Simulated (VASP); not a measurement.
# ZnS (Cm) in VASP: notebook

Runs on ZnS. Level: PBE. Tasks: single point.

All numbers are computed with VASP 6.6.1; they aren't measurements. Logs are shortened: lines on timing, memory, paths and dates and some standing lists are left out, and cuts for length are marked.

### Step 1. The cell of the first run

Symmetry: Cm, No. 8, monoclinic system. Conventional cell: a = 6.661 Å, b = 3.845 Å, c = 12.720 Å, α = 90.00°, β = 97.52°, γ = 90.00°. Within 3.1 Å of Zn (site symmetry m) lie 4 S at 2.36 Å. Zn (site symmetry m) has 4 S at 2.36 Å within 3.1 Å. Zn (site symmetry m) has 4 S at 2.36 to 2.89 Å within 3.1 Å. Within 3.1 Å of Zn (site symmetry m) lie 4 S at 2.36 Å. Within 3.1 Å of S (site symmetry m) lie 4 Zn at 2.36 Å. Within 3.1 Å of S (site symmetry m) lie 4 Zn at 2.36 Å. S (site symmetry m) has 4 Zn at 2.36 to 2.89 Å within 3.1 Å. Within 3.1 Å of S (site symmetry m) lie 4 Zn at 2.36 Å.

### Step 2. Single point, PBE

INCAR

```
PREC = Accurate
ENCUT = 520
EDIFF = 1E-6
ISMEAR = 0
SIGMA = 0.05
LREAL = F
LASPH = T
NELM = 100
ALGO = Normal
ISIF = 2
LWAVE = F
LCHARG = F
GGA = PE
NBANDS = 46
```

KPOINTS

```
regular mesh
0
Gamma
  8 8 2
```

POSCAR

```
ZnS
1.0
   -3.8454929872      0.0000000000      0.0000000000
   -1.9227464936     -3.3302946170      0.0000000000
   -1.4420598702     -0.8325736542     12.6106666151
Zn S
4 4
Direct
    0.1692433596      0.1692433596      0.6563598951
    0.2942433596      0.2942433596      0.1563598951
    0.4400766929      0.4400766929      0.9063598951
    0.5650766929      0.5650766929      0.4063598951
    0.1224233071      0.1224233071      0.8436401049
    0.2474233071      0.2474233071      0.3436401049
    0.6432566404      0.6432566404      0.0936401049
    0.5182566404      0.5182566404      0.5936401049
```

Potentials or basis: VASP PAW PBE potentials, release 64 (Zn, S).

Run with:

```console
cat potpaw_PBE.64/Zn/POTCAR potpaw_PBE.64/S/POTCAR > POTCAR
mpirun -np 1 vasp_std > vasp.out
```

OUTCAR:

```text
PREC = Accurate
   ENCUT = 520
   EDIFF = 1E-6
   ISMEAR = 0
   LREAL = F
   LASPH = T
   NELM = 100
   ISIF = 2
   GGA = PE

 ion  position               nearest neighbor table
   1  0.169  0.169  0.656-   8 2.36   8 2.36   8 2.36   5 2.36
   2  0.294  0.294  0.156-   7 2.36   7 2.36   7 2.36   6 2.36
   3  0.440  0.440  0.906-   5 2.36   5 2.36   5 2.36   7 2.89
   4  0.565  0.565  0.406-   6 2.36   6 2.36   6 2.36   8 2.36
   5  0.122  0.122  0.844-   3 2.36   3 2.36   3 2.36   1 2.36
   6  0.247  0.247  0.344-   4 2.36   4 2.36   4 2.36   2 2.36
   7  0.643  0.643  0.094-   2 2.36   2 2.36   2 2.36   3 2.89
   8  0.518  0.518  0.594-   1 2.36   1 2.36   1 2.36   4 2.36

  LATTYP: Found a base centered monoclinic cell.
 ALAT       =     6.6605892340
 B/A-ratio  =     0.5773502692
 C/A-ratio  =     1.9097599988
 COS(beta)  =    -0.1309065014

  Lattice vectors:

 A1 = (   3.8454929872,   0.0000000000,   0.0000000000)
 A2 = (   1.9227464936,   3.3302946170,   0.0000000000)
 A3 = (  -1.4420598702,  -0.8325736542,  12.6106666151)

Analysis of symmetry for initial positions (statically):
=====================================================================
 Subroutine PRICEL returns:
 Original cell was already a primitive cell.

 Routine SETGRP: Setting up the symmetry group for a
 base centered monoclinic supercell.

 Subroutine GETGRP returns: Found  2 space group operations
 (whereof  2 operations were pure point group operations)
 out of a pool of  4 trial point group operations.

The static configuration has the point symmetry C_1h.

Analysis of symmetry for dynamics (positions and initial velocities):
=====================================================================
 Subroutine PRICEL returns:
 Original cell was already a primitive cell.

 Routine SETGRP: Setting up the symmetry group for a
 base centered monoclinic supercell.

 Subroutine GETGRP returns: Found  2 space group operations
 (whereof  2 operations were pure point group operations)
 out of a pool of  4 trial point group operations.

The dynamic configuration has the point symmetry C_1h.

 Subroutine INISYM returns: Found  2 space group operations
 (whereof  2 operations are pure point group operations),
 and found     1 'primitive' translations

----------------------------------------------------------------------------------------

                                     Primitive cell

  volume of cell :     161.5001

[... 106 lines left out ...]
   ISIF   =      2    stress and relaxation
   ISYM   =      2    0-nonsym 1-usesym 2-fastsym
   POTIM  = 0.5000    time-step for ionic-motion
   TEBEG  =    0.0;   TEEND  =   0.0 temperature during run
   PSTRESS=    0.0 pullay stress
   NELECT =      72.0000    total number of electrons
   NUPDOWN=      -1.0000    fix difference up-down
   EMIN   =  10.00;   EMAX   =-10.00  energy-range for DOS
   EFERMI =   0.00;   METHOD = LEGACY
   ISMEAR =     0;   SIGMA  =   0.05  broadening in eV -4-tet -1-fermi 0-gaus
   EFERMI_NEDOS =   21; number of points for ismear=-14 and -15
   IALGO  =     38    algorithm
   IMIX   =      4    mixing-type and parameters
     AMIX     =   0.40;   BMIX     =  1.00
     AMIX_MAG =   1.60;   BMIX_MAG =  1.00
  volume/ion in A,a.u.               =      20.19       136.23
  Fermi-wavevector in a.u.,A,eV,Ry     =   1.250628  2.363344 21.280464  1.564070
  Thomas-Fermi vector in A             =   2.384613
   LORBIT       =      0    0 simple, 1 ext, 2 COOP (PROOUT), +10 PAW based schemes
   GGA     = PE    functional components
   LHFCALC =     F    Hartree Fock is set to
   AEXX    =    0.0000 exact exchange contribution
   IVDW    =     0    specifies the selected vdW correction
   LEPSILON=     F    determine dielectric tensor
   LRPA    =     F    only Hartree local field effects (RPA)
 non-spin polarized calculation
 Gauss-broadening in eV      SIGMA  =   0.05
  energy-cutoff  :      520.00
  volume of cell :      161.50
 maximum number of plane-waves:      4376
 NGX is ok and might be reduce to    30

 number of electron      72.0000006 magnetization

 Free energy of the ion-electron system (eV)
  ---------------------------------------------------
  ext. energy  EPLUGINS =         0.00000000
  ---------------------------------------------------
  free energy    TOTEN  =       -26.77295127 eV

  energy without entropy =      -26.77295127  energy(sigma->0) =      -26.77295127

 E-fermi :   2.2973     XC(G=0):  -9.5564

 val. band max:        2.0482793347   @ k =   0.0000   0.0000   0.0000
 cond. band min:       3.5896010048   @ k =   0.0000   0.0000   0.0000
 fundamental gap:      1.5413216701
 Fermi energy:         2.2972558049

 k-point     1 :       0.0000    0.0000    0.0000
  band No.  band energies     occupation
      1     -11.1931      2.00000
      2     -10.7635      2.00000
      3     -10.4925      2.00000
      4      -9.9693      2.00000
      5      -4.6783      2.00000
      6      -4.6642      2.00000
[... 1165 lines left out ...]
     45       8.9967      0.00000
     46       9.0869      0.00000

 [... further k-points ...]

------------------------ aborting loop because EDIFF is reached ----------------------------------------

  FORCE on cell =-STRESS in cart. coord.  units (eV):
  Direction    XX          YY          ZZ          XY          YZ          ZX
  --------------------------------------------------------------------------------------
  -------------------------------------------------------------------------------------
  Total       -1.2797626     -0.4188861     -0.0297905     -0.7455409      0.4663022      0.8076591
  in kB      -12.6960100     -4.1556003     -0.2955395     -7.3962118      4.6259971      8.0124615
  external PRESSURE =      -5.7157166 kB  Pullay stress =       0.0000000 kB

 VOLUME and BASIS-vectors are now :
 -----------------------------------------------------------------------------
  energy-cutoff  :      520.00
  volume of cell :      161.50
      direct lattice vectors                 reciprocal lattice vectors
    -3.845492987  0.000000000  0.000000000    -0.260044682  0.150136867 -0.019824487
    -1.922746494 -3.330294617  0.000000000     0.000000000 -0.300273734 -0.019824487
    -1.442059870 -0.832573654 12.610666615     0.000000000  0.000000000  0.079297949

 POSITION                                       TOTAL-FORCE (eV/Angst)
 -----------------------------------------------------------------------------------
     -1.92275     -1.11010      8.27714        -0.003510     -0.002026     -0.168883
     -1.92275     -1.11010      1.97180         0.059261      0.034214      0.059331
     -3.84549     -2.22020     11.42980        -0.289400     -0.167085      0.073242
     -3.84549     -2.22020      5.12447         0.003039      0.001754     -0.185772
     -1.92275     -1.11010     10.63886        -0.017436     -0.010067      0.322400
     -1.92275     -1.11010      4.33353         0.007247      0.004184      0.202144
     -3.84549     -2.22020      1.18086         0.236529      0.136560     -0.463471
     -3.84549     -2.22020      7.48620         0.004270      0.002466      0.161009
 -----------------------------------------------------------------------------------
    total drift:                                0.000129      0.000074     -0.000430

  FREE ENERGIE OF THE ION-ELECTRON SYSTEM (eV)
  ---------------------------------------------------
  free  energy   TOTEN  =       -26.7729512735 eV

  energy  without entropy=      -26.7729512735  energy(sigma->0) =      -26.77295127
```

Run time: 5.3 min. Hardware: 1 thread of Intel Xeon Platinum 8375C at 2.90GHz (Ice Lake), shared host; peak memory 0.41 GiB.

Results:

| Quantity | Value |
| --- | --- |
| Free energy | -26.7730 eV |
| Pressure | -0.6 GPa |
| Largest force | 0.538 eV/Å |
| Band gap on the k mesh | 1.54 eV, direct |

Forces in eV/Å, atoms in the order of the input:
```
Zn  -0.004 -0.002 -0.169
Zn   0.059  0.034  0.059
Zn  -0.289 -0.167  0.073
Zn   0.003  0.002 -0.186
S   -0.017 -0.010  0.322
S    0.007  0.004  0.202
S    0.237  0.137 -0.463
S    0.004  0.002  0.161
```

### Step 3. Single point, PBE

INCAR

```
SYSTEM = ZnS
ALGO = Normal
EDIFF = 1E-6
ENCUT = 520
GGA = PE
ISIF = 2
ISMEAR = 0
LASPH = .True.
LCHARG = .False.
LREAL = .False.
LWAVE = .False.
NBANDS = 46
NELM = 80
PREC = Accurate
SIGMA = 0.05
```

KPOINTS

```
k-points
0
Gamma
  8 8 2
  0 0 0
```

POSCAR

```
ZnS
1.0
   -3.8454929872      0.0000000000      0.0000000000
   -1.9227464936     -3.3302946170      0.0000000000
   -2.4036253917     -1.3877337669     12.6106666151
Zn S
4 4
Direct
    0.0598281650      0.0598281650      0.6563598951
    0.2681781650      0.2681781650      0.1563598951
    0.2889864984      0.2889864984      0.9063598951
    0.4973364984      0.4973364984      0.4063598951
   -0.0182114984     -0.0182114984      0.8436401049
    0.1901385016      0.1901385016      0.3436401049
    0.6276468350      0.6276468350      0.0936401049
    0.4192968350      0.4192968350      0.5936401049
```

Potentials or basis: VASP PAW PBE potentials, release 64 (Zn, S).

Run with:

```console
cat potpaw_PBE.64/Zn/POTCAR potpaw_PBE.64/S/POTCAR > POTCAR
mpirun -np 1 vasp_std > vasp.out
```

It took 5.3 min on 1 thread of Intel Xeon Platinum 8375C at 2.90GHz (Ice Lake), shared host; peak memory 0.41 GiB.

The run converged. Its results:

* Free energy: -26.7054 eV
* Pressure: -0.6 GPa
* Largest force: 0.429 eV/Å
* Band gap on the k mesh: 1.47 eV, direct

Forces in eV/Å, atoms in the order of the input:
```
Zn  -0.016 -0.009 -0.184
Zn  -0.108 -0.062  0.066
Zn   0.144  0.083  0.027
Zn  -0.005 -0.003 -0.200
S   -0.101 -0.058  0.317
S    0.011  0.006  0.219
S    0.084  0.049 -0.418
S   -0.009 -0.005  0.173
```

Stress tensor (GPa, compression positive):
```
-0.57  0.63  0.09
 0.63 -1.30  0.05
 0.09  0.05  0.19
```

Levels at points of the mesh, in eV from the valence-band top:
```
           k point  band 32  band 33  band 34  band 35  band 36  band 37  band 38  band 39  band 40  band 41
(0.00, 0.00, 0.00)    -0.42    -0.39    -0.09    -0.08     0.00     1.47     2.84     3.21     3.37     5.89
(0.50, 0.00, 0.00)    -1.94    -1.62    -1.40    -1.03    -0.72     2.02     3.31     3.65     4.10     4.42
(0.50, 0.50, 0.00)    -1.80    -1.60    -1.58    -1.01    -0.94     2.17     3.38     3.68     3.90     4.90
(0.00, 0.00, 0.50)    -0.71    -0.47    -0.39    -0.06    -0.02     2.08     2.81     2.98     3.26     5.89
(0.50, 0.00, 0.50)    -1.83    -1.75    -1.55    -1.00    -0.85     2.25     3.48     3.72     3.92     4.35
(0.50, 0.50, 0.50)    -1.97    -1.63    -1.35    -1.03    -1.03     2.11     3.30     3.69     3.90     4.79
```

### Step 4. Single point, PBE

This run uses another cell than the first one, of the same volume but with other edges.

INCAR

```
PREC = Accurate
ENCUT = 520
EDIFF = 1E-7
ISMEAR = 0
SIGMA = 0.05
LREAL = F
LASPH = T
NELM = 80
ALGO = Normal
ISIF = 2
LWAVE = F
LCHARG = F
GGA = PE
NBANDS = 46
```

KPOINTS

```
regular mesh
0
Gamma
  8 8 2
```

POSCAR

```
ZnS
1.0
   -3.8454929872      0.0000000000      0.0000000000
   -1.9227464936     -3.3302946170      0.0000000000
   -2.8841197404     -1.6651473085     12.6106666151
Zn S
4 4
Direct
    0.0051533858      0.0051533858      0.6563598951
    0.2551533858      0.2551533858      0.1563598951
    0.2134867191      0.2134867191      0.9063598951
    0.4634867191      0.4634867191      0.4063598951
   -0.0884867191     -0.0884867191      0.8436401049
    0.1615132809      0.1615132809      0.3436401049
    0.6198466142      0.6198466142      0.0936401049
    0.3698466142      0.3698466142      0.5936401049
```

Run with:

```console
cat potpaw_PBE.64/Zn/POTCAR potpaw_PBE.64/S/POTCAR > POTCAR
mpirun -np 1 vasp_std > vasp.out
```

Run time: 7 min. Hardware: 1 thread of AMD EPYC 7R13 (Zen 3), shared host; peak memory 0.39 GiB.

It converged, with:

| Property | Result |
| --- | --- |
| Free energy | -26.6549 eV |
| Pressure | -0.4 GPa |
| Largest force | 0.462 eV/Å |
| Band gap on the k mesh | 1.41 eV, direct |

Forces in eV/Å, atoms in the order of the input:
```
Zn  -0.035 -0.020 -0.178
Zn  -0.170 -0.098  0.091
Zn   0.078  0.045  0.059
Zn  -0.006 -0.003 -0.186
S   -0.206 -0.119  0.111
S    0.025  0.015  0.209
S    0.329  0.190 -0.263
S   -0.016 -0.009  0.156
```

Stress tensor (GPa, compression positive):
```
-0.51  0.76  0.74
 0.76 -1.39  0.43
 0.74  0.43  0.83
```

Levels at points of the mesh, in eV from the valence-band top:
| k point | band 32 | band 33 | band 34 | band 35 | band 36 | band 37 | band 38 | band 39 | band 40 | band 41 |
| --- | --- | --- | --- | --- | --- | --- | --- | --- | --- | --- |
| (0.00, 0.00, 0.00) | -0.46 | -0.41 | -0.14 | -0.12 | 0.00 | 1.41 | 2.80 | 3.16 | 3.36 | 5.79 |
| (0.50, 0.00, 0.00) | -1.91 | -1.63 | -1.55 | -1.06 | -0.63 | 1.98 | 3.26 | 3.55 | 4.15 | 4.33 |
| (0.50, 0.50, 0.00) | -1.83 | -1.63 | -1.54 | -1.01 | -0.98 | 2.11 | 3.26 | 3.60 | 3.90 | 4.89 |
| (0.00, 0.00, 0.50) | -0.74 | -0.52 | -0.42 | -0.10 | -0.07 | 1.96 | 2.79 | 2.97 | 3.28 | 5.85 |
| (0.50, 0.00, 0.50) | -1.94 | -1.82 | -1.52 | -1.09 | -0.80 | 2.23 | 3.50 | 3.65 | 3.86 | 4.09 |
| (0.50, 0.50, 0.50) | -1.92 | -1.66 | -1.38 | -1.16 | -1.09 | 2.13 | 3.31 | 3.67 | 3.80 | 4.83 |

### Step 5. Single point, PBE

This run uses another cell than the first one, of the same volume but with other edges.

INCAR

```
  PREC = Accurate
  ENCUT = 520
  EDIFF = 1E-7
  ISMEAR = 0
  SIGMA = 0.05
  LREAL = F
  LASPH = T
  NELM = 100
  ALGO = Normal
  ISIF = 2
  LWAVE = F
  LCHARG = F
  GGA = PE
  NBANDS = 46
```

KPOINTS is that of step 4.

POSCAR

```
ZnS
1.0
   -3.8454929872      0.0000000000      0.0000000000
   -1.9227464936     -3.3302946170      0.0000000000
   -4.8066739594     -2.7751345043     12.6106666151
Zn S
4 4
Direct
   -0.2136113673     -0.2136113673      0.6563598951
    0.2030386327      0.2030386327      0.1563598951
   -0.0886030339     -0.0886030339      0.9063598951
    0.3280469661      0.3280469661      0.4063598951
   -0.3696719661     -0.3696719661      0.8436401049
    0.0469780339      0.0469780339      0.3436401049
    0.5886363673      0.5886363673      0.0936401049
    0.1719863673      0.1719863673      0.5936401049
```

Potentials or basis: VASP PAW PBE potentials, release 64 (Zn, S).

Run with:

```console
cat potpaw_PBE.64/Zn/POTCAR potpaw_PBE.64/S/POTCAR > POTCAR
mpirun -np 1 vasp_std > vasp.out
```

OUTCAR:

```text
PREC = Accurate
   ENCUT = 520
   EDIFF = 1E-7
   ISMEAR = 0
   LREAL = F
   LASPH = T
   NELM = 100
   ISIF = 2
   GGA = PE

 ion  position               nearest neighbor table
   1  0.786  0.786  0.656-   8 2.36   8 2.36   8 2.36   5 2.36
   2  0.203  0.203  0.156-   7 2.36   7 2.36   7 2.36   6 2.36
   3  0.911  0.911  0.906-   5 2.36   5 2.36   5 2.36   7 2.61
   4  0.328  0.328  0.406-   6 2.36   6 2.36   6 2.36   8 2.36
   5  0.630  0.630  0.844-   3 2.36   3 2.36   3 2.36   1 2.36
   6  0.047  0.047  0.344-   4 2.36   4 2.36   4 2.36   2 2.36
   7  0.589  0.589  0.094-   2 2.36   2 2.36   2 2.36   3 2.61
   8  0.172  0.172  0.594-   1 2.36   1 2.36   1 2.36   4 2.36

  LATTYP: Found a base centered monoclinic cell.
 ALAT       =     6.6605892340
 B/A-ratio  =     0.5773502692
 C/A-ratio  =     1.9006504526
 COS(beta)  =    -0.0877068162

  Lattice vectors:

 A1 = (  -3.8454929872,   0.0000000000,   0.0000000000)
 A2 = (  -1.9227464936,  -3.3302946170,   0.0000000000)
 A3 = (   0.9615655214,   0.5551601127,  12.6106666151)

Analysis of symmetry for initial positions (statically):
[... 192 lines left out ...]

 k-point     1 :       0.0000    0.0000    0.0000
  band No.  band energies     occupation
      1     -11.1279      2.00000
      2     -10.7209      2.00000
      3     -10.5504      2.00000
      4     -10.0813      2.00000
      5      -4.5417      2.00000
      6      -4.5300      2.00000
[... 1165 lines left out ...]
     45       9.1270      0.00000
     46       9.3846      0.00000

 [... further k-points ...]

------------------------ aborting loop because EDIFF is reached ----------------------------------------

  FORCE on cell =-STRESS in cart. coord.  units (eV):
  Direction    XX          YY          ZZ          XY          YZ          ZX
  --------------------------------------------------------------------------------------
  -------------------------------------------------------------------------------------
  Total       -0.4131632     -0.5359397      0.3173132      0.1063276     -1.1563994     -2.0029426
  in kB       -4.0988262     -5.3168427      3.1479368      1.0548332    -11.4721736    -19.8703888
  external PRESSURE =      -2.0892440 kB  Pullay stress =       0.0000000 kB

 VOLUME and BASIS-vectors are now :
 -----------------------------------------------------------------------------
  energy-cutoff  :      520.00
  volume of cell :      161.50
      direct lattice vectors                 reciprocal lattice vectors
    -3.845492987  0.000000000  0.000000000    -0.260044682  0.150136867 -0.066078981
    -1.922746494 -3.330294617  0.000000000     0.000000000 -0.300273734 -0.066078981
    -4.806673959 -2.775134504 12.610666615     0.000000000  0.000000000  0.079297949

 POSITION                                       TOTAL-FORCE (eV/Angst)
 -----------------------------------------------------------------------------------
     -7.69099     -4.44039      8.27714         0.049206      0.028409     -0.100073
     -1.92275     -1.11010      1.97180         0.151179      0.087283      0.063252
     -9.61373     -5.55049     11.42980         0.305445      0.176349      0.238317
     -3.84549     -2.22020      5.12447        -0.000155     -0.000090     -0.100510
     -7.69099     -4.44039     10.63886         0.274799      0.158655     -0.007942
     -1.92275     -1.11010      4.33353        -0.044739     -0.025830      0.116982
     -3.84549     -2.22020      1.18086        -0.745978     -0.430691     -0.293121
     -3.84549     -2.22020      7.48620         0.010244      0.005914      0.083095
 -----------------------------------------------------------------------------------
    total drift:                               -0.000007     -0.000004      0.001748

  FREE ENERGIE OF THE ION-ELECTRON SYSTEM (eV)
  ---------------------------------------------------
  free  energy   TOTEN  =       -26.9606492843 eV

  energy  without entropy=      -26.9606492843  energy(sigma->0) =      -26.96064928
```

It took 9.6 min on 1 thread of Oxide Virtual Turin-like, shared host; peak memory 0.38 GiB.

Results:

```yaml
Free_energy: -26.9606 eV
Pressure: -0.2 GPa
Largest_force: 0.910 eV/Å
Band_gap_on_the_k_mesh: 1.69 eV, direct
```

Forces on the atoms (eV/Å):
```
Zn   0.049  0.028 -0.100
Zn   0.151  0.087  0.063
Zn   0.305  0.176  0.238
Zn   0.000  0.000 -0.101
S    0.275  0.159 -0.008
S   -0.045 -0.026  0.117
S   -0.746 -0.431 -0.293
S    0.010  0.006  0.083
```

Stress tensor (GPa, compression positive):
```
-0.41  0.11 -1.99
 0.11 -0.53 -1.15
-1.99 -1.15  0.31
```

### Step 6. Summary

```tsv
cell	gap on the mesh (eV)	pressure (GPa)	largest force (eV/Å)
a = 3.845, b = 3.845, c = 12.720 Å, angles 83.5, 83.5, 60.0°, 8 atoms	1.54	-0.6	0.54
a = 3.845, b = 3.845, c = 12.912 Å, angles 79.3, 79.3, 60.0°, 8 atoms	1.47	-0.6	0.43
a = 3.845, b = 3.845, c = 13.043 Å, angles 77.2, 77.2, 60.0°, 8 atoms	1.41	-0.4	0.46
a = 3.845, b = 3.845, c = 13.778 Å, angles 69.6, 69.6, 60.0°, 8 atoms	1.69	-0.2	0.91
```

Alike in all rows: task single point; level PBE; potentials or basis VASP PAW PBE potentials, release 64 (Zn, S); no spin polarisation; k mesh 8 × 8 × 2; cutoff (eV) 520; smearing gaussian 0.05 eV.

Absolute energies hang on the potentials; compare differences alone.
